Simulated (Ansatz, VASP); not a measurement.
# One calculation of AlCu6, two programs

```
Al Cu
1.0
     5.11046    0.00000    0.00000
     0.00000    5.11046    0.00000
     0.00000    0.00000    3.57353
Al Cu
1 6
Direct
  0.50000 0.50000 0.00000
  0.75595 0.75595 0.50000
  0.24405 0.24405 0.50000
  0.24405 0.75595 0.50000
  0.75595 0.24405 0.50000
  0.50000 0.00000 0.00000
  0.00000 0.50000 0.00000
```

Alike in both runs: functional PBE; k mesh 6 × 6 × 8; occupations gaussian, width 0.1 eV; no spin polarisation.

Ansatz relaxed the structure, and its values are those at the end. VASP's run is a single point on that final structure, the one shown.

```csv
,VASP,Ansatz
version,VASP 6.6.1,Ansatz 0.2.0
potentials or method,"VASP PAW PBE potentials, release 64 (Al, Cu), cutoff 520 eV","scalar-relativistic, plane waves, PAW"
valence electrons in the cell,69,117
```

|  | VASP | Ansatz | Ansatz less VASP |
| --- | --- | --- | --- |
| gap on the k mesh at the Fermi level (eV) | none | none | - |
| pressure (GPa) | 0.6 | 0.0 | -0.64 |

A gap of «none» marks a metal or a gap that the smearing closes. VASP's potentials hold 69 valence electrons a cell and Ansatz's 117, so a difference there can come from the potentials and not from the codes.
